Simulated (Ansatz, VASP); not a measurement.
CdTe in VASP and in Ansatz

```
Cd Te
1.0
     0.00000    3.04090    3.04090
     3.04090    0.00000    3.04090
     3.04090    3.04090    0.00000
Cd Te
1 1
Direct
  0.00000 0.00000 0.00000
  0.50000 0.50000 0.50000
```

Change from the starting cell: volume scaled by 1, PAW files.

Alike in both runs: task single point; functional r2SCAN; k mesh 13 × 13 × 13; occupations fermi-dirac, width 0.05 eV; no spin polarisation.

```csv
,VASP,Ansatz
version,VASP 6.6.1,Ansatz 0.2.0
potentials or method,"VASP PAW PBE potentials, release 64 (Cd, Te)","PAW with Ansatz's default frozen-core files, scalar-relativistic"
plane-wave cutoff (eV),520,500
valence electrons in the cell,18,36
```

```csv
,VASP,Ansatz,Ansatz less VASP
pressure (GPa),0.2,0.0,-0.20
```

VASP's potentials were made for PBE, not for r2SCAN. VASP's potentials hold 18 valence electrons a cell and Ansatz's 36, so a difference there can come from the potentials and not from the codes.

Spin-orbit coupling is off throughout.
